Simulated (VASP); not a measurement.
# SnO2 (P4_2/mnm) in VASP: a series of runs, part 2 of 2

VASP 6.6.1.

### Step 3. Single point, r2SCAN

This run uses another cell than the first one, of 12.09 Å³/atom, 1.020 times its volume.

POSCAR

```
SnO2
1.0
    4.7599378643      0.0000000000      0.0000000000
    0.0000000000      4.7599378643      0.0000000000
    0.0000000000      0.0000000000      3.2007107588
Sn O
2 4
Direct
    0.5000000000      0.5000000000      0.5000000000
    0.0000000000      0.0000000000      0.0000000000
    0.3059102917      0.3059102917      0.0000000000
    0.8059102917      0.1940897083      0.5000000000
    0.1940897083      0.8059102917      0.5000000000
    0.6940897083      0.6940897083      0.0000000000
```

INCAR.step1

```
SYSTEM = SnO2
PREC = Accurate ; ENCUT = 520
ISMEAR = 0 ; SIGMA = 0.02
LREAL = .FALSE. ; LASPH = .TRUE.
NELM = 80 ; NBANDS = 35
GGA = PE ; ALGO = Normal
EDIFF = 1E-4 ; LWAVE = .TRUE.
LCHARG = .FALSE.
```

INCAR.step2

```
SYSTEM = SnO2
PREC = Accurate ; ENCUT = 520
EDIFF = 1E-6 ; ISMEAR = 0
SIGMA = 0.02 ; LREAL = .FALSE.
LASPH = .TRUE. ; NELM = 80
ALGO = Normal ; ISIF = 2
LWAVE = .FALSE. ; LCHARG = .TRUE.
METAGGA = R2SCAN ; LMIXTAU = .TRUE.
LELF = .TRUE. ; LVHAR = .TRUE.
NBANDS = 35 ; ISTART = 1
```

KPOINTS

```
regular mesh
0
G
  6 6 8
  0 0 0
```

Potentials or basis: VASP PAW PBE potentials, release 64 (Sn_d, O).

The run is started by

```sh
$ cat potpaw_PBE.64/Sn_d/POTCAR potpaw_PBE.64/O/POTCAR > POTCAR
$ cp INCAR.step1 INCAR
$ mpirun -np 1 vasp_std > vasp.out
$ cp INCAR.step2 INCAR
$ mpirun -np 1 vasp_std > vasp.out
```

OUTCAR:

```text
SYSTEM = SnO2
   PREC = Accurate
   ENCUT = 520
   EDIFF = 1E-6
   ISMEAR = 0
   LREAL = .FALSE.
   LASPH = .TRUE.
   NELM = 80
   ISIF = 2
   METAGGA = R2SCAN
   ISTART = 1

 ion  position               nearest neighbor table
   1  0.500  0.500  0.500-   4 2.06   5 2.06   3 2.07   6 2.07   3 2.07   6 2.07   2 3.73   2 3.73
                             2 3.73   2 3.73   2 3.73   2 3.73   2 3.73   2 3.73
   2  0.000  0.000  0.000-   3 2.06   6 2.06   5 2.07   4 2.07   4 2.07   5 2.07   1 3.73   1 3.73
                             1 3.73   1 3.73   1 3.73   1 3.73   1 3.73   1 3.73
   3  0.306  0.306  0.000-   2 2.06   1 2.07   1 2.07
   4  0.806  0.194  0.500-   1 2.06   2 2.07   2 2.07
   5  0.194  0.806  0.500-   1 2.06   2 2.07   2 2.07
   6  0.694  0.694  0.000-   2 2.06   1 2.07   1 2.07

  LATTYP: Found a simple tetragonal cell.
 ALAT       =     4.7599378643
 C/A-ratio  =     0.6724270043

  Lattice vectors:

 A1 = (   4.7599378643,   0.0000000000,   0.0000000000)
 A2 = (   0.0000000000,   4.7599378643,   0.0000000000)
 A3 = (   0.0000000000,   0.0000000000,   3.2007107588)

[... 181 lines left out ...]
  free energy    TOTEN  =       -84.62954037 eV

  energy without entropy =      -84.62954037  energy(sigma->0) =      -84.62954037

 E-fermi :   5.7384     XC(G=0): -11.9696

 val. band max:        5.5576828053   @ k =   0.0000   0.0000   0.0000
 cond. band min:       7.3520995492   @ k =   0.0000   0.0000   0.0000
 fundamental gap:      1.7944167439
 Fermi energy:         5.7384373704

 k-point     1 :       0.0000    0.0000    0.0000
  band No.  band energies     occupation
      1     -16.1796      2.00000
      2     -15.2663      2.00000
      3     -14.9661      2.00000
      4     -14.9661      2.00000
      5     -14.9437      2.00000
      6     -14.9051      2.00000
[... 901 lines left out ...]
     34      18.8072      0.00000
     35      19.0997      0.00000

 [... further k-points ...]
[... 5 lines left out ...]
  --------------------------------------------------------------------------------------
  -------------------------------------------------------------------------------------
  Total        0.4192164      0.4192164      0.6517947      0.0000000      0.0000000      0.0000000
  in kB        9.2618954      9.2618954     14.4003282      0.0000000      0.0000000      0.0000000
  external PRESSURE =      10.9747063 kB  Pullay stress =       0.0000000 kB

 VOLUME and BASIS-vectors are now :
 -----------------------------------------------------------------------------
  energy-cutoff  :      520.00
  volume of cell :       72.52
      direct lattice vectors                 reciprocal lattice vectors
     4.759937864  0.000000000  0.000000000     0.210086776  0.000000000  0.000000000
     0.000000000  4.759937864  0.000000000     0.000000000  0.210086776  0.000000000
     0.000000000  0.000000000  3.200710759     0.000000000  0.000000000  0.312430605

 POSITION                                       TOTAL-FORCE (eV/Angst)
 -----------------------------------------------------------------------------------
      2.37997      2.37997      1.60036         0.000000      0.000000     -0.000000
      0.00000      0.00000      0.00000         0.000000      0.000000     -0.000000
      1.45611      1.45611      0.00000        -0.019765     -0.019765      0.000000
      3.83608      0.92385      1.60036        -0.019765      0.019765     -0.000000
      0.92385      3.83608      1.60036         0.019765     -0.019765     -0.000000
      3.30382      3.30382      0.00000         0.019765      0.019765     -0.000000
 -----------------------------------------------------------------------------------
    total drift:                                0.000000      0.000000      0.000000

  FREE ENERGIE OF THE ION-ELECTRON SYSTEM (eV)
  ---------------------------------------------------
  free  energy   TOTEN  =       -84.6295403681 eV

  energy  without entropy=      -84.6295403681  energy(sigma->0) =      -84.62954037
```

OSZICAR.step1:

```text
N       E                     dE             d eps       ncg     rms          rms(c)
DAV:   1     0.640343999897E+03    0.64034E+03   -0.25559E+04  3886   0.232E+03
DAV:   2     0.577416798933E+02   -0.58260E+03   -0.54945E+03  3764   0.613E+02
DAV:   3    -0.384034030025E+02   -0.96145E+02   -0.94208E+02  3806   0.208E+02
DAV:   4    -0.433167872335E+02   -0.49134E+01   -0.48770E+01  4400   0.508E+01
DAV:   5    -0.434452107660E+02   -0.12842E+00   -0.12823E+00  4411   0.865E+00    0.160E+01
DAV:   6    -0.371416386692E+02    0.63036E+01   -0.17545E+01  5549   0.640E+01    0.621E+00
DAV:   7    -0.372566066747E+02   -0.11497E+00   -0.20371E+00  4076   0.791E+00    0.322E+00
DAV:   8    -0.372345215221E+02    0.22085E-01   -0.16709E-01  5082   0.413E+00    0.750E-01
DAV:   9    -0.372274755697E+02    0.70460E-02   -0.34561E-02  5820   0.297E+00    0.131E-01
DAV:  10    -0.372281528197E+02   -0.67725E-03   -0.38384E-03  4418   0.480E-01    0.538E-02
DAV:  11    -0.372282649239E+02   -0.11210E-03   -0.16623E-04  3489   0.101E-01    0.135E-02
DAV:  12    -0.372282658908E+02   -0.96689E-06   -0.23126E-05  2210   0.447E-02
   1 F= -.37228266E+02 E0= -.37228266E+02  d E =-.579746E-25
```

Wall time 4.7 min (1 thread of Intel Xeon 6975P-C, shared host); peak memory 0.24 GiB.

Results:

```yaml
Free_energy: -84.6295 eV
Pressure: 1.1 GPa
Largest_force: 0.028 eV/Å
Band_gap_on_the_k_mesh: 1.79 eV, direct
```

Forces on the atoms (eV/Å):
```
Sn   0.000  0.000  0.000
Sn   0.000  0.000  0.000
O   -0.020 -0.020  0.000
O   -0.020  0.020  0.000
O    0.020 -0.020  0.000
O    0.020  0.020  0.000
```

Stress tensor (GPa, compression positive):
```
0.93 0.00 0.00
0.00 0.93 0.00
0.00 0.00 1.44
```

Caveat: the PAW data sets were made with another functional, which shifts forces and pressure a little; spin-orbit coupling is left out, which moves the levels of the heavy elements. r2SCAN opens gaps a little over a GGA but as a rule still falls short of measured ones.
